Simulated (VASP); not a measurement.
# Cd (Im-3m) in VASP: notebook

The runs below take Cd through single point, relaxation of cell and atoms, with PBE.

All numbers are computed with VASP 6.6.1; they aren't measurements. Logs are shortened: lines on timing, memory, paths and dates and some standing lists are left out, and cuts for length are marked.

## (1) The cell of the first run

The structure is cubic, space group Im-3m (No. 229). Conventional cell: a = 3.601 Å, b = 3.601 Å, c = 3.601 Å, α = 90.00°, β = 90.00°, γ = 90.00°. Within 4.1 Å of Cd (site symmetry m-3m) lie 14 Cd at 3.12 to 3.60 Å.

This isn't the form of Cd at room conditions, which is hcp.

## (2) Single point, PBE

Input file INCAR:

```
ALGO = Normal
EDIFF = 1E-6
ENCUT = 500
GGA = PE
GGA_COMPAT = False
ISIF = 2
ISMEAR = -1
LASPH = True
LCHARG = False
LREAL = False
LWAVE = False
NBANDS = 12
NELM = 120
PREC = Accurate
SIGMA = 0.1
```

Input file KPOINTS:

```
k-points
0
Gamma
  16 16 16
```

Input file POSCAR:

```
Cd
1.0
   -1.8003621725      1.8003621725      1.8003621725
    1.8003621725     -1.8003621725      1.8003621725
    1.8003621725      1.8003621725     -1.8003621725
Cd
1
Direct
    0.0000000000      0.0000000000      0.0000000000
```

Potentials or basis: VASP PAW PBE potentials, release 64 (Cd).

Launch:

```
> cat potpaw_PBE.64/Cd/POTCAR > POTCAR
> mpirun -np 1 vasp_std > vasp.out
```

OUTCAR:

```text
EDIFF = 1E-6
   ENCUT = 500
   GGA = PE
   ISIF = 2
   ISMEAR = -1
   LASPH = True
   LREAL = False
   NELM = 120
   PREC = Accurate

 ion  position               nearest neighbor table
   1  0.000  0.000  0.000-

  LATTYP: Found a body centered cubic cell.
 ALAT       =     3.6007243450

  Lattice vectors:

 A1 = (  -1.8003621725,   1.8003621725,   1.8003621725)
 A2 = (   1.8003621725,  -1.8003621725,   1.8003621725)
 A3 = (   1.8003621725,   1.8003621725,  -1.8003621725)

Analysis of symmetry for initial positions (statically):
=====================================================================
 Subroutine PRICEL returns:
 Original cell was already a primitive cell.

 Routine SETGRP: Setting up the symmetry group for a
 body centered cubic supercell.

 Subroutine GETGRP returns: Found 48 space group operations
 (whereof 48 operations were pure point group operations)
 out of a pool of 48 trial point group operations.

The static configuration has the point symmetry O_h .

Analysis of symmetry for dynamics (positions and initial velocities):
=====================================================================
 Subroutine PRICEL returns:
 Original cell was already a primitive cell.

 Routine SETGRP: Setting up the symmetry group for a
 body centered cubic supercell.

 Subroutine GETGRP returns: Found 48 space group operations
 (whereof 48 operations were pure point group operations)
 out of a pool of 48 trial point group operations.

The dynamic configuration has the point symmetry O_h .

 Subroutine INISYM returns: Found 48 space group operations
 (whereof 48 operations are pure point group operations),
 and found     1 'primitive' translations

----------------------------------------------------------------------------------------

                                     Primitive cell

  volume of cell :      23.3421

  direct lattice vectors                    reciprocal lattice vectors
    -1.800362173  1.800362173  1.800362173     0.000000000  0.277721898  0.277721898
     1.800362173 -1.800362173  1.800362173     0.277721898  0.000000000  0.277721898
     1.800362173  1.800362173 -1.800362173     0.277721898  0.277721898  0.000000000

  length of vectors
     3.118318755  3.118318755  3.118318755     0.392758075  0.392758075  0.392758075

  position of ions in fractional coordinates (direct lattice)
     0.000000000  0.000000000  0.000000000
[... 81 lines left out ...]
   NFREE  =      0    steps in history (QN), initial steepest desc. (CG)
   ISIF   =      2    stress and relaxation
   ISYM   =      2    0-nonsym 1-usesym 2-fastsym
   POTIM  = 0.5000    time-step for ionic-motion
   TEBEG  =    0.0;   TEEND  =   0.0 temperature during run
   PSTRESS=    0.0 pullay stress
   NELECT =      12.0000    total number of electrons
   NUPDOWN=      -1.0000    fix difference up-down
   EMIN   =  10.00;   EMAX   =-10.00  energy-range for DOS
   EFERMI =   0.00;   METHOD = LEGACY
   ISMEAR =    -1;   SIGMA  =   0.10  broadening in eV -4-tet -1-fermi 0-gaus
   EFERMI_NEDOS =   21; number of points for ismear=-14 and -15
   IALGO  =     38    algorithm
   IMIX   =      4    mixing-type and parameters
     AMIX     =   0.40;   BMIX     =  1.00
     AMIX_MAG =   1.60;   BMIX_MAG =  1.00
  volume/ion in A,a.u.               =      23.34       157.52
  Fermi-wavevector in a.u.,A,eV,Ry     =   1.311461  2.478302 23.401067  1.719930
  Thomas-Fermi vector in A             =   2.441921
   LORBIT       =      0    0 simple, 1 ext, 2 COOP (PROOUT), +10 PAW based schemes
   GGA     = PE    functional components
   LHFCALC =     F    Hartree Fock is set to
   AEXX    =    0.0000 exact exchange contribution
   IVDW    =     0    specifies the selected vdW correction
   LEPSILON=     F    determine dielectric tensor
   LRPA    =     F    only Hartree local field effects (RPA)
 non-spin polarized calculation
  energy-cutoff  :      500.00
  volume of cell :       23.34
 maximum number of plane-waves:       610
   NGX = 11   NGY = 11   NGZ = 11

 number of electron      12.0000007 magnetization

 Free energy of the ion-electron system (eV)
  ---------------------------------------------------
  ext. energy  EPLUGINS =         0.00000000
  ---------------------------------------------------
  free energy    TOTEN  =        -0.69948910 eV

  energy without entropy =       -0.68844587  energy(sigma->0) =       -0.69396749

 E-fermi :   2.4174     XC(G=0): -10.6366

 val. band max:        2.3623365705   @ k =   0.3750   0.1250   0.0625
 cond. band min:       2.5169291280   @ k =   0.5000   0.5000   0.2500
 fundamental gap:      0.1545925574
 Fermi energy:         2.4173764253

 k-point     1 :       0.0000    0.0000    0.0000
  band No.  band energies     occupation
      1      -6.6674      2.00000
      2      -6.6674      2.00000
      3      -6.6674      2.00000
      4      -6.0999      2.00000
      5      -6.0999      2.00000
      6      -5.9268      2.00000
      7      17.6505      0.00000
      8      17.6505      0.00000
      9      17.6505      0.00000
     10      17.9097      0.00000
     11      17.9097      0.00000
     12      17.9097      0.00000
[... 331 lines left out ...]
 k-point    24 :       0.2500    0.1875    0.0000
  band No.  band energies     occupation
      1      -6.8851      2.00000
      2      -6.7150      2.00000
      3      -6.2231      2.00000
      4      -6.1881      2.00000
      5      -5.9970      2.00000
      6      -1.8612      2.00000
      7       6.2707      0.00000
      8       8.0220      0.00000
      9      12.1970      0.00000
     10      17.3657      0.00000
     11      18.9454      0.00000
     12      21.4739      0.00000

 [... further k-points ...]

------------------------ aborting loop because EDIFF is reached ----------------------------------------

  FORCE on cell =-STRESS in cart. coord.  units (eV):
  Direction    XX          YY          ZZ          XY          YZ          ZX
  --------------------------------------------------------------------------------------
  -------------------------------------------------------------------------------------
  Total        0.0342123      0.0342123      0.0342123     -0.0000000     -0.0000000      0.0000000
  in kB        2.3482961      2.3482961      2.3482961     -0.0000000     -0.0000000      0.0000000
  external PRESSURE =       2.3482961 kB  Pullay stress =       0.0000000 kB

 VOLUME and BASIS-vectors are now :
 -----------------------------------------------------------------------------
  energy-cutoff  :      500.00
  volume of cell :       23.34
      direct lattice vectors                 reciprocal lattice vectors
    -1.800362173  1.800362173  1.800362173     0.000000000  0.277721898  0.277721898
     1.800362173 -1.800362173  1.800362173     0.277721898  0.000000000  0.277721898
     1.800362173  1.800362173 -1.800362173     0.277721898  0.277721898  0.000000000

 POSITION                                       TOTAL-FORCE (eV/Angst)
 -----------------------------------------------------------------------------------
      0.00000      0.00000      0.00000         0.000000     -0.000000      0.000000
 -----------------------------------------------------------------------------------
    total drift:                                0.000000      0.000000      0.000000

  FREE ENERGIE OF THE ION-ELECTRON SYSTEM (eV)
  ---------------------------------------------------
  free  energy   TOTEN  =        -0.6994890977 eV

  energy  without entropy=       -0.6884458742  energy(sigma->0) =       -0.69396749
```

OSZICAR:

```text
N       E                     dE             d eps       ncg     rms          rms(c)
DAV:   1     0.688804388517E+02    0.68880E+02   -0.67749E+03  3720   0.953E+02
DAV:   2     0.515627817998E+00   -0.68365E+02   -0.65246E+02  3788   0.233E+02
DAV:   3    -0.735050829913E+00   -0.12507E+01   -0.12501E+01  4096   0.356E+01
DAV:   4    -0.736554994180E+00   -0.15042E-02   -0.15041E-02  3808   0.120E+00
DAV:   5    -0.736558804134E+00   -0.38100E-05   -0.38100E-05  3976   0.609E-02    0.266E+00
DAV:   6    -0.700648415158E+00    0.35910E-01   -0.99159E-02  4012   0.389E+00    0.218E+00
DAV:   7    -0.699178809913E+00    0.14696E-02   -0.93890E-03  3856   0.984E-01    0.108E+00
DAV:   8    -0.699450004950E+00   -0.27120E-03   -0.13158E-03  3632   0.488E-01    0.583E-02
DAV:   9    -0.699484129706E+00   -0.34125E-04   -0.14677E-05  4048   0.382E-02    0.982E-03
DAV:  10    -0.699489204491E+00   -0.50748E-05   -0.42819E-06  3612   0.215E-02    0.137E-03
DAV:  11    -0.699489097673E+00    0.10682E-06   -0.16955E-08  1896   0.138E-03
   1 F= -.69948910E+00 E0= -.69396749E+00  d E =-.110432E-01
```

Run time: 8.3 s. Hardware: 1 thread of Intel Xeon 6975P-C (Granite Rapids), shared host; peak memory 0.16 GiB.

What came out:

```
Free energy            : -0.6995 eV
Pressure               : 0.2 GPa
Band gap on the k mesh : zero (bands 6 and 7 overlap by 4.40 eV)
```

## (3) Relaxation of cell and atoms, PBE

This run uses another cell than the first one, of 21.62 Å³/atom.

Input file INCAR:

```
PREC = Accurate
ENCUT = 500
EDIFF = 1E-7
ISMEAR = -1
SIGMA = 0.1
LREAL = False
LASPH = True
NELM = 120
ALGO = Normal
ISIF = 3
LWAVE = False
LCHARG = False
GGA = PE
IBRION = 2
NSW = 60
EDIFFG = -0.03
GGA_COMPAT = False
NELMIN = 4
```

Input file KPOINTS:

```
regular mesh
0
Gamma
  16 16 16
```

Input file POSCAR:

```
Cd
1.0
   -1.7550000000      1.7550000000      1.7550000000
    1.7550000000     -1.7550000000      1.7550000000
    1.7550000000      1.7550000000     -1.7550000000
Cd
1
Direct
    0.0000000000      0.0000000000      0.0000000000
```

Potentials or basis: VASP PAW PBE potentials, release 64 (Cd).

Launch:

```
> cat potpaw_PBE.64/Cd/POTCAR > POTCAR
> mpirun -np 1 vasp_std > vasp.out
```

Wall time 12 s (1 thread of Intel Xeon 6975P-C (Granite Rapids), shared host); peak memory 0.16 GiB.

It converged, with:

| Quantity | Value |
| --- | --- |
| Free energy | -0.6990 eV |
| Relaxed volume | 23.35 Å³/atom |
| Relaxed cell | a = 3.119 Å, b = 3.119 Å, c = 3.119 Å, α = 109.47°, β = 109.47°, γ = 109.47° |
| Space group after relaxing (to 0.1 Å) | Im-3m (No. 229) |
| Energy gained by relaxing | 20.7 meV/atom |
| Ionic steps | 2 |
| Pressure after relaxing | 0.1 GPa |
| Band gap on the k mesh | zero (bands 6 and 7 overlap by 4.40 eV) |

The path:
```
step  energy change (eV)  largest force (eV/Å)  pressure (GPa)  volume (Å³)
   1              0.0000                0.0000            4.00        21.62
   2             -0.0207                0.0000            0.14        23.35
```

Final structure:
```yaml
crystal:
  lattice:
    - [-1.80068, 1.80068, 1.80068]
    - [1.80068, -1.80068, 1.80068]
    - [1.80068, 1.80068, -1.80068]
  atoms:
    - { symbol: Cd, position: [0.00000, 0.00000, 0.00000] }
```

Levels at points of the mesh, in eV from the Fermi level:
```csv
k point,band 4,band 5,band 6,band 7,band 8,band 9
"(0.00, 0.00, 0.00)",-8.52,-8.52,-8.34,15.23,15.23,15.23
"(0.50, 0.00, 0.00)",-8.50,-8.13,-1.87,-1.01,9.01,9.80
"(0.50, 0.50, 0.50)",-8.23,-8.23,3.40,3.40,3.40,5.24
```

## (4) Relaxation of cell and atoms, PBE, target pressure 5 GPa, at which the enthalpy is minimised

This run uses another cell than the first one, of 21.62 Å³/atom.

Input file INCAR:

```
SYSTEM = Cd
  PREC = Accurate
  ENCUT = 500
  EDIFF = 1E-7
  ISMEAR = -1
  SIGMA = 0.1
  LREAL = .False.
  LASPH = .True.
  NELM = 120
  ALGO = Normal
  ISIF = 3
  LWAVE = .False.
  LCHARG = .False.
  GGA = PE
  IBRION = 2
  NSW = 60
  EDIFFG = -0.03
  PSTRESS = 50.0
  GGA_COMPAT = .False.
  NELMIN = 4
```

Input file KPOINTS:

```
Automatic mesh
0
Gamma
  16 16 16
  0 0 0
```

POSCAR is that of step 3.

Launch:

```
> cat potpaw_PBE.64/Cd/POTCAR > POTCAR
> mpirun -np 1 vasp_std > vasp.out
```

Run time: 20 s. Hardware: 1 thread of Intel Xeon 6975P-C (Granite Rapids), shared host; peak memory 0.16 GiB.

It converged, with:

- Free energy: -0.6688 eV
- Relaxed volume: 21.28 Å³/atom
- Relaxed cell: a = 3.024 Å, b = 3.024 Å, c = 3.024 Å, α = 109.47°, β = 109.47°, γ = 109.47°
- Space group after relaxing (to 0.1 Å): Im-3m (No. 229)
- Energy change on relaxing (the run minimises the enthalpy): +9.6 meV/atom
- Ionic steps: 3
- Pressure after relaxing: 5.0 GPa
- Band gap on the k mesh: zero (bands 6 and 7 overlap by 4.32 eV)

The path:
| step | energy change (eV) | largest force (eV/Å) | pressure (GPa) | volume (Å³) |
| --- | --- | --- | --- | --- |
| 1 | 0.0000 | 0.0000 | 4.00 | 21.62 |
| 2 | 0.0121 | 0.0000 | 5.25 | 21.20 |
| 3 | 0.0096 | 0.0000 | 5.01 | 21.28 |

Final structure:
```yaml
crystal:
  lattice:
    - [-1.74571, 1.74571, 1.74571]
    - [1.74571, -1.74571, 1.74571]
    - [1.74571, 1.74571, -1.74571]
  atoms:
    - { symbol: Cd, position: [0.00000, 0.00000, 0.00000] }
```

Levels at points of the mesh, in eV from the Fermi level:
```tsv
k point	band 2	band 3	band 4	band 5	band 6	band 7	band 8	band 9	band 10
(0.00, 0.00, 0.00)	-9.42	-9.42	-9.11	-8.74	-8.74	15.59	15.59	15.59	16.73
(0.50, 0.00, 0.00)	-9.77	-8.77	-8.71	-8.27	-2.30	-0.92	9.54	10.11	13.88
(0.50, 0.50, 0.50)	-9.96	-8.39	-8.39	-8.39	3.41	3.41	3.41	6.05	8.13
```

Caveat: the cell is relaxed towards a set pressure, so the run minimises the enthalpy, not the energy.

## (5) Overview

```tsv
task	cell	gap on the mesh (eV)	pressure (GPa)
single point	a = 3.118 Å, angles 109.5°, 1 atom	none	0.2
relaxation of cell and atoms	relaxed from a = 3.040 Å, angles 109.5°, 1 atom	none	0.1
relaxation of cell and atoms	relaxed to 5 GPa from a = 3.040 Å, angles 109.5°, 1 atom	none	5.0
```

Alike in all rows: level PBE; potentials or basis VASP PAW PBE potentials, release 64 (Cd); no spin polarisation; k mesh 16 × 16 × 16; cutoff (eV) 500; smearing fermi-dirac 0.1 eV.

Caveats: the cell is relaxed towards a set pressure, so the run minimises the enthalpy, not the energy (at least some runs).

Absolute energies hang on the potentials; compare differences alone.

The gap in the log of VASP goes by the Fermi energy; the results here count the filled bands.